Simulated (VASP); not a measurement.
Runs of VASP 6.6.1 on HfBBr2. The structure is that of space group P-3m1 (No. 164), or close to it. The cells are those of the table. 

```csv
task,cell,k mesh,cutoff (eV),gap on the mesh (eV),pressure (GPa),relaxed volume (Å³/atom),largest force (eV/Å)
relaxation of cell and atoms,"relaxed from a = 4.820, b = 4.820, c = 7.599 Å, angles 90.0, 90.0, 120.0°, 4 atoms",6 × 6 × 2,600,none,0.0,23.45,0.01
single point,"a = 4.812, b = 4.812, c = 4.683 Å, angles 90.0, 90.0, 120.0°, 4 atoms",6 × 6 × 4,520,none,(a),-,0.03
single point,"a = 4.959, b = 4.959, c = 4.407 Å, angles 90.0, 90.0, 120.0°, 4 atoms",6 × 6 × 2,520,none,0.0,-,-
relaxation of cell and atoms,"relaxed from a = 4.959, b = 4.959, c = 4.407 Å, angles 90.0, 90.0, 120.0°, 4 atoms",6 × 6 × 4,600,none,0.0,23.40,0.04
```

Alike in all rows: level PBE; potentials or basis VASP PAW PBE potentials, release 64 (Hf_pv, B, Br); no spin polarisation; smearing gaussian 0.1 eV.

Question: Fill in the values left out.

Answer: (a) -0.4.

Caveats: some runs use coarse meshes; spin-orbit coupling is left out, which moves the levels of the heavy elements; an odd number of electrons without spin polarisation forces a metal; a magnetic or distorted state may lie lower; the volume moved by over 15 % at a fixed basis, so the end points are rough (some runs).

A k mesh can miss the band edges, and the runs leave out spin-orbit coupling on Br, Hf.

A gap of «none» marks levels without a gap at the run's occupations.
